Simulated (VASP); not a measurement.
# Se (P3_121) in VASP: notebook, part 2 of 2

VASP 6.6.1.

## Step 3: Single point, PBE+D3(BJ)

This run uses another cell than the first one, of the same volume but with other edges.

INCAR

```
SYSTEM = Se
ALGO     = Normal         ! electronic algorithm
EDIFF    = 1E-7           ! SCF threshold, eV
ENCUT    = 520            ! plane-wave cutoff, eV
GGA      = PE             ! functional
ISIF     = 2              ! what is computed and relaxed
ISMEAR   = 0              ! smearing method
IVDW     = 12             ! dispersion correction
LASPH    = .TRUE.         ! aspherical terms in the spheres
LCHARG   = .TRUE.         ! write CHGCAR
LELF     = .TRUE.         ! ELF
LREAL    = .FALSE.        ! projectors in reciprocal space
LVHAR    = .TRUE.       
LWAVE    = .FALSE.        ! write WAVECAR
NBANDS   = 16             ! bands
NELM     = 60             ! most SCF steps
PREC     = Accurate       ! precision mode
SIGMA    = 0.05           ! smearing width, eV
```

KPOINTS

```
k-points
0
G
  9 9 8
  0 0 0
```

POSCAR

```
Se
1.0
    4.1383419910      0.0000000000      0.0000000000
   -2.0691709955      3.5839092938      0.0000000000
    0.0000000000      0.0000000000      4.9552507000
Se
3
Direct
    0.2627083307      0.0000000000      0.3333333333
    0.0000000000      0.2627083307      0.6666666667
    0.7372916693      0.7372916693      0.0000000000
```

Potentials or basis: VASP PAW PBE potentials, release 64 (Se).

Launch:

```console
> cat potpaw_PBE.64/Se/POTCAR > POTCAR
> mpirun -np 1 vasp_std > vasp.out
```

OUTCAR:

```text
SYSTEM = Se
   EDIFF = 1E-7
   ENCUT = 520
   GGA = PE
   ISIF = 2
   ISMEAR = 0
   IVDW = 12
   LASPH = .TRUE.
   LREAL = .FALSE.
   NELM = 60
   PREC = Accurate
 IVDW          = 12

 ion  position               nearest neighbor table
   1  0.263  0.000  0.333-   3 2.50   2 2.50
   2  0.000  0.263  0.667-   3 2.50   1 2.50
   3  0.737  0.737  0.000-   1 2.50   2 2.50

  LATTYP: Found a hexagonal cell.
 ALAT       =     4.1383419910
 C/A-ratio  =     1.1974000000

  Lattice vectors:

 A1 = (   4.1383419910,   0.0000000000,   0.0000000000)
 A2 = (  -2.0691709955,   3.5839092938,   0.0000000000)
 A3 = (   0.0000000000,   0.0000000000,   4.9552507000)

Analysis of symmetry for initial positions (statically):
=====================================================================
 Subroutine PRICEL returns:
 Original cell was already a primitive cell.

 Routine SETGRP: Setting up the symmetry group for a
 hexagonal supercell.

 Subroutine GETGRP returns: Found  6 space group operations
 (whereof  2 operations were pure point group operations)
 out of a pool of 24 trial point group operations.

The static configuration has the point symmetry C_2 .
[... 169 lines left out ...]
 cond. band min:       4.1331873932   @ k =   0.0000   0.0000   0.5000
 fundamental gap:      0.2535392470
 Fermi energy:         4.0114855440

 k-point     1 :       0.0000    0.0000    0.0000
  band No.  band energies     occupation
      1     -12.0752      2.00000
      2      -8.0596      2.00000
      3      -8.0596      2.00000
      4      -0.0991      2.00000
      5       0.3233      2.00000
      6       0.3233      2.00000
[... 433 lines left out ...]
      3      -7.6860      2.00000
      4      -1.5784      2.00000
      5      -0.8663      2.00000
      6      -0.1028      2.00000
[... 8 lines left out ...]
     15      12.8635      0.00000
     16      13.3865      0.00000

 [... further k-points ...]

------------------------ aborting loop because EDIFF is reached ----------------------------------------

 Edisp (eV)   -1.06855

 E8    (eV) :    -0.4414

  FORCE on cell =-STRESS in cart. coord.  units (eV):
  Direction    XX          YY          ZZ          XY          YZ          ZX
  --------------------------------------------------------------------------------------
  -------------------------------------------------------------------------------------
  Total      -1.10035    -1.10035    -0.16011     0.00000    -0.00000     0.00000
  in kB     -23.98789   -23.98789    -3.49044     0.00000    -0.00000     0.00000
  external pressure =      -17.16 kB  Pullay stress =        0.00 kB

 VOLUME and BASIS-vectors are now :
 -----------------------------------------------------------------------------
  energy-cutoff  :      520.00
  volume of cell :       73.49
      direct lattice vectors                 reciprocal lattice vectors
     4.138341991  0.000000000  0.000000000     0.241642668  0.139512459  0.000000000
    -2.069170995  3.583909294  0.000000000     0.000000000  0.279024919  0.000000000
     0.000000000  0.000000000  4.955250700     0.000000000  0.000000000  0.201806137

 POSITION                                       TOTAL-FORCE (eV/Angst)
 -----------------------------------------------------------------------------------
      1.08718      0.00000      1.65175        -0.504131      0.000000      0.000000
     -0.54359      0.94152      3.30350         0.252065     -0.436590     -0.000000
      1.52558      2.64239      0.00000         0.252065      0.436590      0.000000
 -----------------------------------------------------------------------------------
    total drift:                                0.000000      0.000001      0.000000

  FREE ENERGIE OF THE ION-ELECTRON SYSTEM (eV)
  ---------------------------------------------------
  free  energy   TOTEN  =       -11.4260178491 eV

  energy  without entropy=      -11.4260173665  energy(sigma->0) =      -11.42601761
```

OSZICAR:

```text
N       E                     dE             d eps       ncg     rms          rms(c)
DAV:   1     0.796077241014E+02    0.79608E+02   -0.73564E+03  2592   0.948E+02
DAV:   2    -0.560327070831E+01   -0.85211E+02   -0.80914E+02  3520   0.154E+02
DAV:   3    -0.103730441257E+02   -0.47698E+01   -0.47554E+01  3024   0.415E+01
DAV:   4    -0.104027858650E+02   -0.29742E-01   -0.29736E-01  3600   0.390E+00
DAV:   5    -0.104029691792E+02   -0.18331E-03   -0.18331E-03  3096   0.299E-01    0.654E+00
DAV:   6    -0.103681770150E+02    0.34792E-01   -0.23591E-02  3336   0.101E+00    0.400E+00
DAV:   7    -0.103577702032E+02    0.10407E-01   -0.48414E-02  3232   0.142E+00    0.162E-01
DAV:   8    -0.103573674380E+02    0.40277E-03   -0.66874E-03  2992   0.493E-01    0.894E-02
DAV:   9    -0.103574431121E+02   -0.75674E-04   -0.17935E-04  3744   0.905E-02    0.297E-02
DAV:  10    -0.103574657772E+02   -0.22665E-04   -0.34463E-05  3184   0.397E-02    0.599E-03
DAV:  11    -0.103574675442E+02   -0.17670E-05   -0.51862E-06  3616   0.141E-02    0.285E-03
DAV:  12    -0.103574675279E+02    0.16296E-07   -0.12023E-06  3240   0.687E-03    0.142E-03
DAV:  13    -0.103574674723E+02    0.55614E-07   -0.13372E-07  3024   0.220E-03
   1 F= -.11426018E+02 E0= -.11426018E+02  d E =-.482515E-06
```

Run time: 1.9 min. Hardware: 1 thread of Intel Xeon 8259CL, shared host; peak memory 0.24 GiB.

What came out:

* Free energy: -11.4260 eV
* Pressure: -1.7 GPa
* Largest force: 0.504 eV/Å
* Band gap on the k mesh: 0.25 eV (least direct gap 0.85 eV)
* Dispersion energy per atom: -0.356 eV

Forces on the atoms (eV/Å):
```
Se  -0.504  0.000  0.000
Se   0.252 -0.437  0.000
Se   0.252  0.437  0.000
```

Levels at points of the mesh, in eV from the valence-band top:
| k point | band 5 | band 6 | band 7 | band 8 | band 9 | band 10 | band 11 | band 12 | band 13 | band 14 |
| --- | --- | --- | --- | --- | --- | --- | --- | --- | --- | --- |
| (0.00, 0.00, 0.00) | -3.56 | -3.56 | -2.17 | -2.17 | -1.04 | 1.26 | 1.26 | 1.42 | 6.42 | 6.42 |
| (0.00, 0.00, 0.50) | -3.41 | -3.41 | -1.64 | -1.64 | -1.50 | 0.25 | 0.25 | 0.60 | 5.90 | 6.44 |

Caveat: semilocal functionals underestimate gaps, and a narrow one can read as zero. A k mesh can miss the band edges.

## Step 4: Single point, PBE+D3(BJ)

This run uses another cell than the first one, of the same volume but with other edges.

INCAR

```
SYSTEM = Se
PREC = Accurate ; ENCUT = 520
EDIFF = 1E-7 ; ISMEAR = 0
SIGMA = 0.05 ; LREAL = .False.
LASPH = .True. ; NELM = 80
ALGO = Normal ; ISIF = 2
LWAVE = .False. ; LCHARG = .False.
GGA = PE ; IVDW = 12
NBANDS = 16
```

KPOINTS

```
Automatic mesh
0
Gamma
  9 9 8
  0 0 0
```

POSCAR

```
Se
1.0
    4.1383419910      0.0000000000      0.0000000000
   -2.0691709955      3.5839092938      0.0000000000
    0.0000000000      0.0000000000      4.9552507000
Se
3
Direct
    0.2012552844      0.0000000000      0.3333333333
    0.0000000000      0.2012552844      0.6666666667
    0.7987447156      0.7987447156      0.0000000000
```

Launch:

```console
> cat potpaw_PBE.64/Se/POTCAR > POTCAR
> mpirun -np 1 vasp_std > vasp.out
```

It took 1.7 min on 1 thread of Intel Xeon 8259CL, shared host; peak memory 0.24 GiB.

It converged, with:

```yaml
Free_energy: -10.4466 eV
Pressure: 16.5 GPa
Largest_force: 4.208 eV/Å
Band_gap_on_the_k_mesh: 0.29 eV (least direct gap 0.49 eV)
Dispersion_energy_per_atom: -0.354 eV
```

Forces in eV/Å, atoms in the order of the input:
```
Se   4.208  0.000  0.000
Se  -2.104  3.645  0.000
Se  -2.104 -3.645  0.000
```

Stress tensor (GPa, compression positive):
```
12.33  0.00  0.00
 0.00 12.33  0.00
 0.00  0.00 24.76
```

Levels at points of the mesh, in eV from the valence-band top:
```
           k point  band 6  band 7  band 8  band 9  band 10  band 11  band 12  band 13
(0.00, 0.00, 0.00)   -4.12   -2.76   -2.76   -0.59     2.30     2.30     3.09     5.71
(0.00, 0.00, 0.50)   -3.89   -1.90   -1.81   -1.81     0.75     1.83     1.83     5.49
```

Caveat: the stress differs along the axes, from 12 to 25 GPa; semilocal functionals underestimate gaps, and a narrow one can read as zero; forces of over 1 eV/Å act on the atoms, so gaps and moduli don't describe the material at rest. A k mesh can miss the band edges.

## Step 5: Summary

```csv
cell,gap on the mesh (eV),pressure (GPa),largest force (eV/Å)
"a = 4.295, b = 4.295, c = 4.601 Å, angles 90.0, 90.0, 120.0°, 3 atoms, atomic positions A",none,-0.6,0.43
"a = 4.138, b = 4.138, c = 4.955 Å, angles 90.0, 90.0, 120.0°, 3 atoms, atomic positions A",0.25,-1.7,0.50
"a = 4.138, b = 4.138, c = 4.955 Å, angles 90.0, 90.0, 120.0°, 3 atoms, atomic positions B",0.29,16.5,4.21
```

Alike in all rows: task single point; level PBE+D3(BJ); potentials or basis VASP PAW PBE potentials, release 64 (Se); no spin polarisation; k mesh 9 × 9 × 8; cutoff (eV) 520; smearing gaussian 0.05 eV.

Caveats: semilocal functionals underestimate gaps, and a narrow one can read as zero (at least some runs); the stress differs along the axes, from 12 to 25 GPa (at least some runs); forces of over 1 eV/Å act on the atoms, so gaps and moduli don't describe the material at rest (at least some runs).

Absolute energies hang on the potentials; compare differences alone.

The gap in the log of VASP goes by the Fermi energy; the results here count the filled bands.